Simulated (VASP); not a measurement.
# Tl in VASP: a series of runs

Tl is run at these levels: LDA; tasks: single point.

Everything below comes from runs of VASP 6.6.1. Logs are shortened: lines on timing, memory, paths and dates and some standing lists are left out, and cuts for length are marked.

**1. The cell of the first run**

It takes space group Im-3m (No. 229, cubic). Conventional cell: a = 3.908 Å, b = 3.908 Å, c = 3.908 Å, α = 90.00°, β = 90.00°, γ = 90.00°. Tl (site symmetry m-3m) has 14 Tl at 3.38 to 3.91 Å within 4.4 Å.

**2. Single point, LDA (volume scaled by 1.02)**

Contents of INCAR:

```
SYSTEM = Tl
ALGO     = Normal         ! electronic algorithm
EDIFF    = 1E-6           ! SCF threshold, eV
ENCUT    = 520            ! plane-wave cutoff, eV
ISIF     = 2              ! what is computed and relaxed
ISMEAR   = -1             ! smearing method
LASPH    = .TRUE.         ! aspherical terms in the spheres
LCHARG   = .TRUE.         ! write CHGCAR
LELF     = .TRUE.         ! ELF
LREAL    = .FALSE.        ! projectors in reciprocal space
LVHAR    = .TRUE.       
LWAVE    = .FALSE.        ! write WAVECAR
NBANDS   = 12             ! bands
NELM     = 100            ! most SCF steps
PREC     = Accurate       ! precision mode
SIGMA    = 0.05           ! smearing width, eV
```

Contents of KPOINTS:

```
k-points
0
G
  13 13 13
  0 0 0
```

Contents of POSCAR:

```
Tl
1.0
   -1.9538546793      1.9538546793      1.9538546793
    1.9538546793     -1.9538546793      1.9538546793
    1.9538546793      1.9538546793     -1.9538546793
Tl
1
Direct
    0.0000000000      0.0000000000      0.0000000000
```

Potentials or basis: VASP PAW LDA potentials, release 64 (Tl_d).

Run with:

```console
> cat potpaw_LDA.64/Tl_d/POTCAR > POTCAR
> mpirun -np 1 vasp_std > vasp.out
```

OUTCAR:

```text
SYSTEM = Tl
   EDIFF = 1E-6
   ENCUT = 520
   ISIF = 2
   ISMEAR = -1
   LASPH = .TRUE.
   LREAL = .FALSE.
   NELM = 100
   PREC = Accurate

 ion  position               nearest neighbor table
   1  0.000  0.000  0.000-

  LATTYP: Found a body centered cubic cell.
 ALAT       =     3.9077093586

  Lattice vectors:

 A1 = (  -1.9538546793,   1.9538546793,   1.9538546793)
 A2 = (   1.9538546793,  -1.9538546793,   1.9538546793)
 A3 = (   1.9538546793,   1.9538546793,  -1.9538546793)

Analysis of symmetry for initial positions (statically):
=====================================================================
 Subroutine PRICEL returns:
 Original cell was already a primitive cell.

 Routine SETGRP: Setting up the symmetry group for a
 body centered cubic supercell.

 Subroutine GETGRP returns: Found 48 space group operations
 (whereof 48 operations were pure point group operations)
 out of a pool of 48 trial point group operations.

The static configuration has the point symmetry O_h .

Analysis of symmetry for dynamics (positions and initial velocities):
=====================================================================
 Subroutine PRICEL returns:
 Original cell was already a primitive cell.

 Routine SETGRP: Setting up the symmetry group for a
 body centered cubic supercell.

 Subroutine GETGRP returns: Found 48 space group operations
 (whereof 48 operations were pure point group operations)
 out of a pool of 48 trial point group operations.

The dynamic configuration has the point symmetry O_h .

 Subroutine INISYM returns: Found 48 space group operations
 (whereof 48 operations are pure point group operations),
 and found     1 'primitive' translations

----------------------------------------------------------------------------------------

                                     Primitive cell

  volume of cell :      29.8357

  direct lattice vectors                    reciprocal lattice vectors
    -1.953854679  1.953854679  1.953854679     0.000000000  0.255904395  0.255904395
     1.953854679 -1.953854679  1.953854679     0.255904395  0.000000000  0.255904395
     1.953854679  1.953854679 -1.953854679     0.255904395  0.255904395  0.000000000

  length of vectors
     3.384175575  3.384175575  3.384175575     0.361903466  0.361903466  0.361903466

  position of ions in fractional coordinates (direct lattice)
     0.000000000  0.000000000  0.000000000

  ion indices of the primitive-cell ions
   primitive index   ion index
                 1           1

----------------------------------------------------------------------------------------

 KPOINTS: k-points

Automatic generation of k-mesh.
 Grid dimensions read from file:
 generate k-points for:   13   13   13

 Generating k-lattice:

  Cartesian coordinates                     Fractional coordinates (reciprocal lattice)
     0.000000000  0.019684953  0.019684953     0.076923077  0.000000000  0.000000000
     0.019684953  0.000000000  0.019684953     0.000000000  0.076923077  0.000000000
     0.019684953  0.019684953  0.000000000     0.000000000  0.000000000  0.076923077

  Length of vectors
     0.027838728  0.027838728  0.027838728

  Shift w.r.t. Gamma in fractional coordinates (k-lattice)
     0.000000000  0.000000000  0.000000000

 Subroutine IBZKPT returns following result:
 ===========================================

 Found     84 irreducible k-points:

 Following reciprocal coordinates:
            Coordinates               Weight
  0.000000  0.000000  0.000000      1.000000
  0.076923  0.000000  0.000000     12.000000
  0.153846  0.000000  0.000000     12.000000
  0.230769  0.000000  0.000000     12.000000
  0.307692  0.000000  0.000000     12.000000
  0.384615  0.000000  0.000000     12.000000
[... 16 lines left out ...]
  0.153846  0.076923  0.076923     24.000000
  0.230769  0.076923  0.076923     24.000000
 [... further k-points ...]
   k-points           NKPTS =     84   k-points in BZ     NKDIM =     84   number of bands    NBANDS=     12
   number of dos      NEDOS =    301   number of ions     NIONS =      1
   total plane-waves  NPLWV =  21952
   dimension x,y,z NGX =    28 NGY =   28 NGZ =   28
   dimension x,y,z NGXF=    56 NGYF=   56 NGZF=   56
   ions per type =               1
   NGX,Y,Z   is equivalent  to a cutoff of  13.75, 13.75, 13.75 a.u.
   NGXF,Y,Z  is equivalent  to a cutoff of  27.51, 27.51, 27.51 a.u.
 SYSTEM =  Tl
   PREC   = accura    normal or accurate (medium, high low for compatibility)
   ISTART =      0    job   : 0-new  1-cont  2-samecut
   ICHARG =      2    charge: 1-file 2-atom 10-const
   ISPIN  =      1    spin polarized calculation?
   LNONCOLLINEAR =      F non collinear calculations
   LSORBIT =      F    spin-orbit coupling
   LASPH  =      T    aspherical Exc in radial PAW
   ENCUT  =  520.0 eV  38.22 Ry    6.18 a.u.   6.29  6.29  6.29*2*pi/ulx,y,z
   NELM   =    100;   NELMIN=  2; NELMDL= -5     # of ELM steps
   EDIFF  = 0.1E-05   stopping-criterion for ELM
   LREAL  =      F    real-space projection
   EDIFFG = 0.1E-04   stopping-criterion for IOM
   NSW    =      0    number of steps for IOM
   IBRION =     -1    ionic relax: 0-MD 1-quasi-New 2-CG
   NFREE  =      0    steps in history (QN), initial steepest desc. (CG)
   ISIF   =      2    stress and relaxation
   ISYM   =      2    0-nonsym 1-usesym 2-fastsym
   POTIM  = 0.5000    time-step for ionic-motion
   TEBEG  =    0.0;   TEEND  =   0.0 temperature during run
   PSTRESS=    0.0 pullay stress
   NELECT =      13.0000    total number of electrons
   NUPDOWN=      -1.0000    fix difference up-down
   EMIN   =  10.00;   EMAX   =-10.00  energy-range for DOS
   EFERMI =   0.00;   METHOD = LEGACY
   ISMEAR =    -1;   SIGMA  =   0.05  broadening in eV -4-tet -1-fermi 0-gaus
   EFERMI_NEDOS =   21; number of points for ismear=-14 and -15
   IALGO  =     38    algorithm
   IMIX   =      4    mixing-type and parameters
     AMIX     =   0.40;   BMIX     =  1.00
     AMIX_MAG =   1.60;   BMIX_MAG =  1.00
  volume/ion in A,a.u.               =      29.84       201.34
  Fermi-wavevector in a.u.,A,eV,Ry     =   1.241110  2.345358 20.957797  1.540355
  Thomas-Fermi vector in A             =   2.375522
   LORBIT       =      0    0 simple, 1 ext, 2 COOP (PROOUT), +10 PAW based schemes
   GGA     = CA    functional components
   LHFCALC =     F    Hartree Fock is set to
   AEXX    =    0.0000 exact exchange contribution
   IVDW    =     0    specifies the selected vdW correction
   LEPSILON=     F    determine dielectric tensor
   LRPA    =     F    only Hartree local field effects (RPA)
 non-spin polarized calculation
  energy-cutoff  :      520.00
  volume of cell :       29.84
 maximum number of plane-waves:       815
 NGX is ok and might be reduce to    28
   NGX = 13   NGY = 13   NGZ = 13

 number of electron      13.0000004 magnetization

 Free energy of the ion-electron system (eV)
  ---------------------------------------------------
  ext. energy  EPLUGINS =         0.00000000
  ---------------------------------------------------
  free energy    TOTEN  =        -2.90546939 eV

  energy without entropy =       -2.89968723  energy(sigma->0) =       -2.90257831

 E-fermi :   5.8082     XC(G=0): -10.2979

 val. band max:        5.8038702920   @ k =  -0.3077   0.4615   0.0769
 cond. band min:       5.8408705559   @ k =   0.2308   0.2308   0.2308
 fundamental gap:      0.0370002638
 Fermi energy:         5.8081682535

 k-point     1 :       0.0000    0.0000    0.0000
  band No.  band energies     occupation
      1      -5.7164      2.00000
      2      -5.7164      2.00000
      3      -5.7164      2.00000
      4      -5.3193      2.00000
      5      -5.3193      2.00000
      6      -3.9332      2.00000
      7      16.1614      0.00000
      8      16.1614      0.00000
      9      16.1614      0.00000
     10      18.1033      0.00000
     11      18.1033      0.00000
     12      18.1033      0.00000

 k-point     2 :       0.0769    0.0000    0.0000
  band No.  band energies     occupation
      1      -5.7261      2.00000
      2      -5.7092      2.00000
      3      -5.6817      2.00000
      4      -5.3298      2.00000
      5      -5.3195      2.00000
      6      -3.8039      2.00000
      7      14.8361      0.00000
      8      15.6950      0.00000
      9      15.9001      0.00000
     10      17.5894      0.00000
     11      17.9732      0.00000
     12      18.0538      0.00000

 k-point     3 :       0.1538    0.0000    0.0000
  band No.  band energies     occupation
      1      -5.7527      2.00000
      2      -5.6997      2.00000
      3      -5.5839      2.00000
      4      -5.3550      2.00000
      5      -5.3199      2.00000
      6      -3.4083      2.00000
      7      12.3626      0.00000
      8      14.6696      0.00000
      9      15.1954      0.00000
     10      16.9342      0.00000
     11      17.6867      0.00000
     12      18.2881      0.00000

 k-point     4 :       0.2308    0.0000    0.0000
  band No.  band energies     occupation
      1      -5.7901      2.00000
      2      -5.7130      2.00000
      3      -5.4417      2.00000
      4      -5.3745      2.00000
      5      -5.3200      2.00000
      6      -2.7377      2.00000
      7       9.8106      0.00000
      8      13.5516      0.00000
      9      14.3692      0.00000
     10      16.4078      0.00000
     11      17.3879      0.00000
     12      18.9192      0.00000

 k-point     5 :       0.3077    0.0000    0.0000
  band No.  band energies     occupation
      1      -5.8294      2.00000
      2      -5.7568      2.00000
      3      -5.3727      2.00000
      4      -5.3197      2.00000
      5      -5.2847      2.00000
      6      -1.8009      2.00000
      7       7.4087      0.00000
      8      12.5741      0.00000
      9      13.6532      0.00000
     10      16.0378      0.00000
     11      17.1452      0.00000
     12      19.8316      0.00000
[... 228 lines left out ...]
      1      -5.8340      2.00000
      2      -5.5632      2.00000
      3      -5.4683      2.00000
      4      -5.3124      2.00000
      5      -5.2499      2.00000
      6       1.3474      2.00000
      7       5.0852      2.00000
      8       6.1865      0.00103
      9      11.9907      0.00000
     10      18.8819      0.00000
     11      18.9490      0.00000
     12      20.1324      0.00000

 k-point    22 :       0.0769    0.0769    0.0769
  band No.  band energies     occupation
      1      -5.7392      2.00000
      2      -5.7392      2.00000
      3      -5.5259      2.00000
      4      -5.3394      2.00000
      5      -5.3394      2.00000
      6      -3.1371      2.00000
      7      11.5375      0.00000
      8      13.6740      0.00000
      9      13.6740      0.00000
     10      18.4188      0.00000
     11      18.4188      0.00000
     12      18.7834      0.00000

 k-point    23 :       0.1538    0.0769    0.0769
  band No.  band energies     occupation
      1      -5.7768      2.00000
      2      -5.7316      2.00000
      3      -5.4260      2.00000
      4      -5.3572      2.00000
      5      -5.3304      2.00000
      6      -2.4618      2.00000
      7       9.5369      0.00000
      8      12.1296      0.00000
      9      12.8289      0.00000
     10      18.5456      0.00000
     11      18.9691      0.00000
     12      19.2738      0.00000

 k-point    24 :       0.2308    0.0769    0.0769
  band No.  band energies     occupation
      1      -5.8135      2.00000
      2      -5.7417      2.00000
      3      -5.3667      2.00000
      4      -5.3237      2.00000
      5      -5.3091      2.00000
      6      -1.5342      2.00000
      7       7.4200      0.00000
      8      11.0200      0.00000
      9      12.1536      0.00000
     10      18.2124      0.00000
     11      18.8344      0.00000
     12      20.2393      0.00000

 [... further k-points ...]
[... 5 lines left out ...]
  --------------------------------------------------------------------------------------
  -------------------------------------------------------------------------------------
  Total       -0.5494053     -0.5494053     -0.5494053      0.0000000      0.0000000      0.0000000
  in kB      -29.5030337    -29.5030337    -29.5030337      0.0000000      0.0000000      0.0000000
  external PRESSURE =     -29.5030337 kB  Pullay stress =       0.0000000 kB

 VOLUME and BASIS-vectors are now :
 -----------------------------------------------------------------------------
  energy-cutoff  :      520.00
  volume of cell :       29.84
      direct lattice vectors                 reciprocal lattice vectors
    -1.953854679  1.953854679  1.953854679     0.000000000  0.255904395  0.255904395
     1.953854679 -1.953854679  1.953854679     0.255904395  0.000000000  0.255904395
     1.953854679  1.953854679 -1.953854679     0.255904395  0.255904395  0.000000000

 POSITION                                       TOTAL-FORCE (eV/Angst)
 -----------------------------------------------------------------------------------
      0.00000      0.00000      0.00000        -0.000000     -0.000000      0.000000
 -----------------------------------------------------------------------------------
    total drift:                                0.000000     -0.000000     -0.000000

  FREE ENERGIE OF THE ION-ELECTRON SYSTEM (eV)
  ---------------------------------------------------
  free  energy   TOTEN  =        -2.9054693949 eV

  energy  without entropy=       -2.8996872341  energy(sigma->0) =       -2.90257831
```

Wall time 21 s (1 thread of Intel Xeon Platinum 8259CL at 2.50GHz (Skylake/Cascade Lake), shared host); peak memory 0.16 GiB.

Results:

- Free energy: -2.9055 eV
- Pressure: -3.0 GPa

Levels at points of the mesh, in eV from the Fermi level:
| k point | band 2 | band 3 | band 4 | band 5 | band 6 | band 7 | band 8 | band 9 | band 10 | band 11 |
| --- | --- | --- | --- | --- | --- | --- | --- | --- | --- | --- |
| (0.00, 0.00, 0.00) | -11.52 | -11.52 | -11.13 | -11.13 | -9.74 | 10.35 | 10.35 | 10.35 | 12.30 | 12.30 |

Caveat: spin-orbit coupling is left out, which moves the levels of the heavy elements.

**3. Single point, LDA (volume scaled by 1.06)**

Changes to INCAR since step 2:

```diff
@@ -7,6 +7,4 @@
 LASPH    = .TRUE.         ! aspherical terms in the spheres
-LCHARG   = .TRUE.         ! write CHGCAR
-LELF     = .TRUE.         ! ELF
+LCHARG   = .FALSE.        ! write CHGCAR
 LREAL    = .FALSE.        ! projectors in reciprocal space
-LVHAR    = .TRUE.       
 LWAVE    = .FALSE.        ! write WAVECAR
```

KPOINTS is that of step 2.

Contents of POSCAR:

```
Tl
1.0
   -1.9790684883      1.9790684883      1.9790684883
    1.9790684883     -1.9790684883      1.9790684883
    1.9790684883      1.9790684883     -1.9790684883
Tl
1
Direct
    0.0000000000      0.0000000000      0.0000000000
```

Potentials or basis: VASP PAW LDA potentials, release 64 (Tl_d).

Run with:

```console
> cat potpaw_LDA.64/Tl_d/POTCAR > POTCAR
> mpirun -np 1 vasp_std > vasp.out
```

Run time: 21 s. Hardware: 1 thread of Intel Xeon Platinum 8259CL at 2.50GHz (Skylake/Cascade Lake), shared host; peak memory 0.15 GiB.

The run converged. Its results:

```
Free energy : -2.8810 eV
Pressure    : -3.8 GPa
```

Levels at points of the mesh, in eV from the Fermi level:
| k point | band 2 | band 3 | band 4 | band 5 | band 6 | band 7 | band 8 | band 9 | band 10 | band 11 |
| --- | --- | --- | --- | --- | --- | --- | --- | --- | --- | --- |
| (0.00, 0.00, 0.00) | -11.49 | -11.49 | -11.12 | -11.12 | -9.51 | 9.95 | 9.95 | 9.95 | 12.19 | 12.19 |

Caveat: spin-orbit coupling is left out, which moves the levels of the heavy elements.

**4. Single point, LDA (equal xx and yy strain of -2 %)**

Contents of INCAR:

```
SYSTEM = Tl
PREC = Accurate
ENCUT = 520
EDIFF = 1E-6
ISMEAR = -1
SIGMA = 0.05
LREAL = .FALSE.
LASPH = .TRUE.
NELM = 100
ALGO = Normal
ISIF = 2
LWAVE = .FALSE.
LCHARG = .FALSE.
NBANDS = 12
```

Contents of KPOINTS:

```
Automatic mesh
0
G
  13 13 13
  0 0 0
```

Contents of POSCAR:

```
Tl
1.0
   -1.9021800000      1.9021800000      1.9410000000
    1.9021800000     -1.9021800000      1.9410000000
    1.9021800000      1.9021800000     -1.9410000000
Tl
1
Direct
    0.0000000000      0.0000000000      0.0000000000
```

Run with:

```console
> cat potpaw_LDA.64/Tl_d/POTCAR > POTCAR
> mpirun -np 1 vasp_std > vasp.out
```

It took 50 s on 1 thread of Intel Xeon Platinum 8259CL at 2.50GHz (Skylake/Cascade Lake), shared host; peak memory 0.19 GiB.

The run converged. Its results:

* Free energy: -2.9281 eV
* Pressure: -1.1 GPa

Stress tensor (GPa, compression positive):
```
-1.26  0.00  0.00
 0.00 -1.26  0.00
 0.00  0.00 -0.86
```

Levels at points of the mesh, in eV from the Fermi level:
```
           k point  band 4  band 5  band 6  band 7  band 8  band 9
(0.00, 0.00, 0.00)  -11.16  -11.14  -10.14   10.89   11.04   11.04
```

Caveat: the cell differs from its parent crystal (equal xx and yy strain of -2 %); spin-orbit coupling is left out, which moves the levels of the heavy elements.

**5. Single point, LDA (equal xx and yy strain of -1 %)**

Contents of INCAR:

```
PREC = Accurate
ENCUT = 520
EDIFF = 1E-7
ISMEAR = -1
SIGMA = 0.05
LREAL = F
LASPH = T
NELM = 60
ALGO = Normal
ISIF = 2
LWAVE = F
LCHARG = F
GGA = CA
NBANDS = 12
```

Contents of KPOINTS:

```
regular mesh
0
Gamma
  13 13 13
```

Contents of POSCAR:

```
Tl
1.0
   -1.9215900000      1.9215900000      1.9410000000
    1.9215900000     -1.9215900000      1.9410000000
    1.9215900000      1.9215900000     -1.9410000000
Tl
1
Direct
    0.0000000000      0.0000000000      0.0000000000
```

Run with:

```console
> cat potpaw_LDA.64/Tl_d/POTCAR > POTCAR
> mpirun -np 1 vasp_std > vasp.out
```

Run time: 67 s. Hardware: 1 thread of Intel Xeon Platinum 8259CL at 2.50GHz (Skylake/Cascade Lake), shared host; peak memory 0.19 GiB.

It converged, with:

| Item | Value |
| --- | --- |
| Free energy | -2.9227 eV |
| Pressure | -1.8 GPa |

Stress tensor (GPa, compression positive):
```
-1.90  0.00  0.00
 0.00 -1.90  0.00
 0.00  0.00 -1.69
```

Levels at points of the mesh, in eV from the Fermi level:
```tsv
k point	band 2	band 3	band 4	band 5	band 6	band 7	band 8	band 9	band 10	band 11
(0.00, 0.00, 0.00)	-11.58	-11.57	-11.15	-11.13	-10.00	10.72	10.80	10.80	12.31	12.44
```

Caveat: the cell differs from its parent crystal (equal xx and yy strain of -1 %); spin-orbit coupling is left out, which moves the levels of the heavy elements.

**6. Summary**

| cell | gap on the mesh (eV) | pressure (GPa) |
| --- | --- | --- |
| a = 3.384 Å, angles 109.5°, 1 atom | none | -3.0 |
| a = 3.428 Å, angles 109.5°, 1 atom | none | -3.8 |
| a = 3.317 Å, angles 110.0, 110.0, 108.4°, 1 atom | none | -1.1 |
| a = 3.340 Å, angles 109.7, 109.7, 108.9°, 1 atom | none | -1.8 |

Alike in all rows: task single point; level LDA; potentials or basis VASP PAW LDA potentials, release 64 (Tl_d); no spin polarisation; k mesh 13 × 13 × 13; cutoff (eV) 520; smearing fermi-dirac 0.05 eV.

Caveats: spin-orbit coupling is left out, which moves the levels of the heavy elements.

Total energies depend on the potentials used, so only differences within one code and one set of settings carry meaning.
